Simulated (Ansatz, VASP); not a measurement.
## HfSiO4 in VASP and in Ansatz

INCAR

```
ALGO     = Normal         # electronic algorithm
EDIFF    = 1E-7           # SCF threshold, eV
ENCUT    = 520            # plane-wave cutoff, eV
GGA      = PE             # functional
ISIF     = 2              # what is computed and relaxed
ISMEAR   = -1             # smearing method
LASPH    = True           # aspherical terms in the spheres
LCHARG   = False          # write CHGCAR
LREAL    = False          # projectors in reciprocal space
LWAVE    = False          # write WAVECAR
NBANDS   = 28             # bands
NELM     = 100            # most SCF steps
PREC     = Accurate       # precision mode
SIGMA    = 0.02           # smearing width, eV
```

KPOINTS

```
k-points
0
Gamma
  10 10 10
```

File POSCAR:

```
HfSiO4
1.0
   -1.8587834061      1.8587834061      4.8804273772
    1.8587834061     -1.8587834061      4.8804273772
    1.8587834061      1.8587834061     -4.8804273772
Si Hf O
1 1 4
Direct
    0.0000000000      0.0000000000      0.0000000000
    0.7500000000      0.2500000000      0.5000000000
    0.9717186282      0.4717186282      0.5000000000
    0.1777386620      0.1777386620      0.0000000000
    0.5282813718      0.0282813718      0.5000000000
    0.8222613380      0.8222613380      0.0000000000
```

Input for Ansatz:

```yaml
crystal:
  lattice:
    - [-1.8587834061, 1.8587834061, 4.8804273772]
    - [1.8587834061, -1.8587834061, 4.8804273772]
    - [1.8587834061, 1.8587834061, -4.8804273772]
  atoms:
    - { symbol: Si, position: [0.0, 0.0, 0.0] }
    - { symbol: Hf, position: [0.75, 0.25, 0.5] }
    - { symbol: O, position: [0.9717186282, 0.4717186282, 0.5] }
    - { symbol: O, position: [0.177738662, 0.177738662, 0.0] }
    - { symbol: O, position: [0.5282813718, 0.0282813718, 0.5] }
    - { symbol: O, position: [0.822261338, 0.822261338, 0.0] }
kpoints:
  mp_grid: { grid: [10, 10, 10] }
  band_path:
    path:
      - [[0.0, 0.0, 0.0], [1.02841581195e-18, -1.02841581195e-18, 0.5], [0.25, 0.25, 0.25], [-3.226219001782e-17, 0.5, 3.226219001782e-17], [0.0, 0.0, 0.0], [0.5, 0.5, -0.5], [0.2862645149363, 0.7137354850637, -0.2862645149363]]
      - [[-0.2862645149363, 0.2862645149363, 0.2862645149363], [0.0, 0.0, 0.0]]
      - [[1.02841581195e-18, -1.02841581195e-18, 0.5], [-0.07252902987259, 0.07252902987259, 0.5]]
      - [[0.5, 0.5, -0.07252902987259], [0.5, 0.5, -0.5]]
    npoints: 10
hamiltonian:
  xc: pbe
scf:
  occupations: { method: fermi_dirac, width: 0.02 }
  n_extra_bands: 5
output:
  forces: true
  stress: true
  eigenvalues: true
```

Alike in both runs: task single point; functional PBE; k mesh 10 × 10 × 10; occupations fermi-dirac, width 0.02 eV; no spin polarisation.

|  | VASP | Ansatz |
| --- | --- | --- |
| version | VASP 6.6.1 | Ansatz 0.2.0 |
| potentials or method | VASP PAW PBE potentials, release 64 (Si, Hf_pv, O) | plane waves, PAW |
| plane-wave cutoff (eV) | 520 | 420 |
| valence electrons in the cell | 38 | 54 |

Ansatz gave:

- gap on the k mesh at the Fermi level (eV): 4.00
- pressure (GPa): 6.1
- traceless stress, the component that is largest in VASP (GPa): 0.76
- rms of the force components (eV/Å): 0.045

**Question.** Which values does VASP return?

**Answer.** gap on the k mesh at the Fermi level (eV): 3.98; pressure (GPa): 4.7; traceless stress, the component that is largest in VASP (GPa): 0.56; rms of the force components (eV/Å): 0.096.

Atom by atom the forces differ by 0.062 eV/Å (rms over components). VASP's potentials hold 38 valence electrons a cell and Ansatz's 54, so a difference there can come from the potentials and not from the codes.

Spin-orbit coupling is off throughout.
